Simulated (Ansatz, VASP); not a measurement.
## Cd in VASP and in Ansatz

File INCAR:

```
  PREC = Accurate
  ENCUT = 500
  EDIFF = 1E-6
  ISMEAR = 0
  SIGMA = 0.1
  LREAL = F
  LASPH = T
  NELM = 200
  ALGO = Normal
  ISIF = 2
  LWAVE = F
  LCHARG = F
  ISPIN = 2
  MAGMOM = 0.07 0.07
  LORBIT = 11
  GGA = PE
  NBANDS = 23
  GGA_COMPAT = F
```

Contents of KPOINTS:

```
regular mesh
0
Gamma
  3 3 2
```

Contents of POSCAR:

```
Cd
1.0
    2.9788725081      0.0000000000      0.0000000000
   -1.4894362540      2.5797792666      0.0000000000
    0.0000000000      0.0000000000      5.6176500000
Cd
2
Direct
    0.3333333333      0.6666666667      0.2500000000
    0.6666666667      0.3333333333      0.7500000000
```

Input for Ansatz:

```yaml
crystal:
  lattice:
    - [2.9788725081, 0.0, 0.0]
    - [-1.489436254, 2.5797792666, 0.0]
    - [0.0, 0.0, 5.61765]
  atoms:
    - { symbol: Cd, position: [0.3333333333, 0.6666666667, 0.25] }
    - { symbol: Cd, position: [0.6666666667, 0.3333333333, 0.75] }
basis:
  ecutwfc: 420
  ecutrho_ratio: 6
kpoints:
  mp_grid: { grid: [3, 3, 2] }
hamiltonian:
  xc: pbe
scf:
  occupations: { method: gaussian, width: 0.1 }
  convergence: { dr2_threshold: "1e-8 eV" }
output:
  forces: true
  stress: true
  eigenvalues: true
magnetization:
  spin_polarized: true
```

Alike in both runs: task single point; functional PBE; k mesh 3 × 3 × 2; occupations gaussian, width 0.1 eV; collinear spin.

```csv
,VASP,Ansatz
version,VASP 6.6.1,Ansatz 0.2.0
potentials or method,"VASP PAW PBE potentials, release 64 (Cd), cutoff 500 eV","scalar-relativistic, plane waves, PAW"
valence electrons in the cell,24,40
```

```csv
,VASP,Ansatz,Ansatz less VASP
gap on the k mesh at the Fermi level (eV),none,none,-
pressure (GPa),7.1,6.7,-0.44
"traceless stress, the component that is largest in VASP (GPa)",8.78,8.95,+0.169
net moment per atom (μB),0.17,0.17,0.000
size of the moment on the site where the two differ most (μB),0.05,0.06,+0.010
```

Site moments also hang on the region over which each program counts them. A gap of «none» marks a metal or a gap that the smearing closes. VASP's potentials hold 24 valence electrons a cell and Ansatz's 40, so a difference there can come from the potentials and not from the codes. Ansatz's warnings: no starting moments, stress scf threshold loose.

The k mesh is coarse, so the values compare programs but aren't converged.
